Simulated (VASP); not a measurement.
## Tc: single point with PBE+D3(BJ)

The system is Tc.

```
CELL_PARAMETERS angstrom
0.00000 2.44455 2.44455
2.44455 0.00000 2.44455
2.44455 2.44455 0.00000
ATOMIC_POSITIONS crystal
Tc 0.00000 0.00000 0.00000
```

```
Program             : VASP 6.6.1
Task                : single point
Functional          : PBE
Dispersion          : D3(BJ)
Potentials or basis : VASP PAW PBE potentials, release 64 (Tc_pv)
Cutoff              : 500 eV
k mesh              : 8 × 8 × 8
Occupations         : fermi-dirac, width 0.1 eV
Spin                : no spin polarisation
```

```
Pressure                   : -41.2 GPa
Dispersion energy per atom : -0.749 eV
```

Levels at points of the mesh, in eV from the Fermi level:
```tsv
k point	band 5	band 6	band 7	band 8	band 9	band 10
(0.00, 0.00, 0.00)	-0.63	-0.63	-0.63	0.22	0.22	12.82
(0.50, 0.00, 0.00)	-0.66	-0.66	0.88	0.88	1.10	4.21
(0.50, 0.50, 0.00)	-1.88	0.84	1.05	1.05	2.42	6.14
```

It took 7 s on 1 thread of Intel(R) Xeon(R) Platinum 8559C (Emerald Rapids), with other jobs on the host, peak memory 0.16 GiB.

Caveat: pairwise dispersion overbinds metals, which lowers pressure and volume.
